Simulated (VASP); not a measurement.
Runs of VASP 6.6.1 on BN. The cells are those of the table. 

| cell | gap on the mesh (eV) | pressure (GPa) | largest force (eV/Å) |
| --- | --- | --- | --- |
| a = 2.506, b = 2.506, c = 13.236 Å, angles 89.5, 88.9, 60.0°, 8 atoms | (a) | 0.1 | 0.01 |
| a = 2.506, b = 2.506, c = 13.255 Å, angles 88.4, 86.7, 60.0°, 8 atoms | 3.93 | 0.1 | 0.03 |
| a = 2.506, b = 2.506, c = 13.243 Å, angles 88.9, 87.8, 60.0°, 8 atoms | 3.99 | 0.1 | 0.02 |
| a = 2.506, b = 2.506, c = 13.272 Å, angles 87.8, 85.7, 60.0°, 8 atoms | 3.92 | 0.1 | 0.04 |

Alike in all rows: task single point; level PBE+D3(BJ); potentials or basis VASP PAW PBE potentials, release 64 (B, N); no spin polarisation; k mesh 10 × 10 × 2; cutoff (eV) 520; smearing gaussian 0.05 eV.

Q: Estimate the missing entries.

A: (a) 4.10.

A k mesh can miss the band edges.
